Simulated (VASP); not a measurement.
Crystal: Al2Cl.

```xyz
3
Lattice="3.7892 0.0000 0.0000 0.0000 3.7892 0.0000 0.0000 0.0000 4.7668" Properties=species:S:1:pos:R:3 pbc="T T T"
Al    1.8946    0.0000    1.6590
Al    0.0000    1.8946    1.6590
Cl    0.0000    0.0000    1.8345
```

| Quantity | Value |
| --- | --- |
| Program | VASP 6.6.1 |
| Task | relaxation of cell and atoms |
| Functional | PBE |
| Potentials or basis | VASP PAW PBE potentials, release 64 (Al, Cl) |
| Cutoff | 600 eV |
| k mesh | 4 × 4 × 4 |
| Occupations | gaussian, width 0.1 eV |
| Spin | no spin polarisation |

At the start: pressure 50.1 GPa; volume 22.81 Å³/atom.

Problem. Where does the relaxation end?

Solution. Over 26 steps the energy falls by 3309.5 meV/atom and the volume is 24.98 Å³/atom (+9.5 %); space group P4mm (No. 99, to 0.05 Å).

Step by step:
| step | energy change (eV) | largest force (eV/Å) | pressure (GPa) | volume (Å³) |
| --- | --- | --- | --- | --- |
| 1 | 0.0000 | 3.3398 | 50.15 | 68.44 |
| 2 | -8.6095 | 0.0349 | -2.08 | 156.33 |
| 3 | -8.6981 | 0.6960 | 1.47 | 122.07 |
| 4 | -8.8092 | 0.2977 | -0.76 | 137.87 |
| 5 | -8.8142 | 0.3545 | -0.46 | 135.07 |
| 6 | -8.8131 | 0.3881 | -0.28 | 133.53 |
| 7 | -8.8341 | 0.4015 | -0.34 | 131.53 |
| 8 | -8.9070 | 0.4227 | -0.58 | 125.56 |
| 9 | -9.1010 | 0.4042 | -1.10 | 113.87 |
| 10 | -9.6341 | 0.1380 | -1.68 | 91.40 |
| 11 | -2.6067 | 2.0052 | 66.24 | 50.03 |
| 12 | -9.5976 | 0.2462 | -1.25 | 89.57 |
| 13 | -9.6534 | 0.5169 | 3.30 | 69.26 |
| 14 | -9.7994 | 0.0481 | -0.91 | 82.23 |
| 15 | -9.8935 | 0.1810 | -0.25 | 75.42 |
| 16 | -9.8910 | 0.1221 | -0.82 | 76.63 |
| 17 | -9.6178 | 0.3260 | 6.15 | 65.58 |
| 18 | -9.8976 | 0.1652 | -0.12 | 75.01 |
| 19 | -9.9037 | 0.1110 | 0.48 | 73.33 |
| 20 | -9.9037 | 0.1140 | 0.44 | 73.42 |
| 21 | -9.9077 | 0.1078 | 0.44 | 73.47 |
| 22 | -9.9175 | 0.0877 | 0.47 | 73.60 |
| 23 | -9.9241 | 0.0253 | 0.65 | 73.84 |
| 24 | -9.9246 | 0.0420 | 0.60 | 73.79 |
| 25 | -9.9284 | 0.0192 | 0.06 | 74.64 |
| 26 | -9.9286 | 0.0123 | -0.11 | 74.93 |

Final structure:
```xyz
3
Lattice="5.1359 0.0000 0.0000 0.0000 5.1359 0.0000 0.0000 0.0000 2.8407" Properties=species:S:1:pos:R:3 pbc="T T T"
Al    2.5679    0.0000    1.0145
Al    0.0000    2.5679    1.0145
Cl    0.0000    5.1359    1.0414
```

Caveat: the k points lie up to 0.55 Å⁻¹ apart in the final cell; an odd number of electrons without spin polarisation forces a metal; a magnetic or distorted state may lie lower.
